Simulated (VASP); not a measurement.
SnO2: single point with PBE

Crystal: SnO2.

```
Sn O
1.0
     4.82876    0.00000    0.00000
     0.00000    4.82876    0.00000
     0.00000    0.00000    3.23688
Sn O
2 4
Direct
  0.00000 0.00000 0.00000
  0.50000 0.50000 0.50000
  0.30659 0.30659 0.00000
  0.80659 0.19341 0.50000
  0.19341 0.80659 0.50000
  0.69341 0.69341 0.00000
```

| Item | Value |
| --- | --- |
| Program | VASP 6.6.1 |
| Task | single point |
| Functional | PBE |
| Potentials or basis | VASP PAW PBE potentials, release 64 (Sn_d, O) |
| Cutoff | 520 eV |
| k mesh | 4 × 4 × 6 |
| Occupations | gaussian, width 0.05 eV |
| Spin | no spin polarisation |

| Quantity | Value |
| --- | --- |
| Pressure | 0.6 GPa |
| Largest force | 0.018 eV/Å |
| Band gap on the k mesh | 0.67 eV, direct |

Forces on the atoms (eV/Å):
```
Sn   0.000  0.000  0.000
Sn   0.000  0.000  0.000
O   -0.013 -0.013  0.000
O   -0.013  0.013  0.000
O    0.013 -0.013  0.000
O    0.013  0.013  0.000
```

Stress tensor (GPa, compression positive):
```
0.45 0.00 0.00
0.00 0.45 0.00
0.00 0.00 0.85
```

Levels at points of the mesh, in eV from the valence-band top:
| k point | band 24 | band 25 | band 26 | band 27 | band 28 | band 29 |
| --- | --- | --- | --- | --- | --- | --- |
| (0.00, 0.00, 0.00) | -0.74 | -0.74 | 0.00 | 0.67 | 5.69 | 6.06 |
| (0.50, 0.00, 0.00) | -1.21 | -0.61 | -0.61 | 3.88 | 3.88 | 6.81 |
| (0.50, 0.50, 0.00) | -1.33 | -0.86 | -0.86 | 4.27 | 4.27 | 7.15 |
| (0.00, 0.00, 0.50) | -1.53 | -1.18 | -1.18 | 5.58 | 5.58 | 9.36 |
| (0.50, 0.00, 0.50) | -1.02 | -0.75 | -0.75 | 5.84 | 5.84 | 7.60 |
| (0.50, 0.50, 0.50) | -0.92 | -0.78 | -0.78 | 4.35 | 4.35 | 8.61 |

Run time: 27 s on 1 thread of Intel(R) Xeon(R) Platinum 8559C (Emerald Rapids), with other jobs on the host, peak memory 0.2 GiB.

Caveat: spin-orbit coupling is left out, which moves the levels of the heavy elements. As with any semilocal functional, this PBE gap is likely too small.
